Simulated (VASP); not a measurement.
Input of a VASP 6.6.1 run:

Contents of POSCAR:

```
Ni
1.0
    2.7536633270      0.0000000000      0.0000000000
    0.0000000000      2.7536633270      0.0000000000
    0.0000000000      0.0000000000      2.7536633270
Ni
2
Direct
    0.0000000000      0.0000000000      0.0000000000
    0.5000000000      0.5000000000      0.5000000000
```

Contents of INCAR.step1:

```
PREC     = Accurate       # precision mode
ENCUT    = 520            # plane-wave cutoff, eV
ISMEAR   = -1             # smearing method
SIGMA    = 0.05           # smearing width, eV
LREAL    = F              # projectors in reciprocal space
LASPH    = T              # aspherical terms in the spheres
NELM     = 150            # most SCF steps
ISPIN    = 2              # spin polarisation
MAGMOM   = 0.8 -0.8       # initial moments
LMAXMIX  = 4              # l up to which the mixer works
NBANDS   = 21             # bands
GGA      = PE             # functional
ALGO     = Normal         # electronic algorithm
EDIFF    = 1E-4           # SCF threshold, eV
LWAVE    = T              # write WAVECAR
LCHARG   = F              # write CHGCAR
```

INCAR.step2

```
PREC     = Accurate       # precision mode
ENCUT    = 520            # plane-wave cutoff, eV
EDIFF    = 1E-7           # SCF threshold, eV
ISMEAR   = -1             # smearing method
SIGMA    = 0.05           # smearing width, eV
LREAL    = F              # projectors in reciprocal space
LASPH    = T              # aspherical terms in the spheres
NELM     = 150            # most SCF steps
ALGO     = Normal         # electronic algorithm
ISIF     = 2              # what is computed and relaxed
LWAVE    = F              # write WAVECAR
LCHARG   = F              # write CHGCAR
ISPIN    = 2              # spin polarisation
MAGMOM   = 0.8 -0.8       # initial moments
LORBIT   = 11             # projections on sites
LMAXMIX  = 4              # l up to which the mixer works
METAGGA  = R2SCAN         # meta-GGA
LMIXTAU  = T            
NBANDS   = 21             # bands
ISTART   = 1
```

Contents of KPOINTS:

```
regular mesh
0
Gamma
  11 11 11
```

Potentials or basis: VASP PAW PBE potentials, release 64 (Ni).

Command:

```console
$ cat potpaw_PBE.64/Ni/POTCAR > POTCAR
$ cp INCAR.step1 INCAR
$ mpirun -np 1 vasp_std > vasp.out
$ cp INCAR.step2 INCAR
$ mpirun -np 1 vasp_std > vasp.out
```

Question: What does it give for the pressure?

Answer: 0.6 GPa.

Question: What does it give for the band gap on the k mesh?

Answer: Zero (filled and empty bands overlap).

Question: Estimate the net moment.

Answer: 0.00 μB per cell.

Caveat: the moments typed at the start vanished in this run; the PAW data sets were made with another functional, which shifts forces and pressure a little.
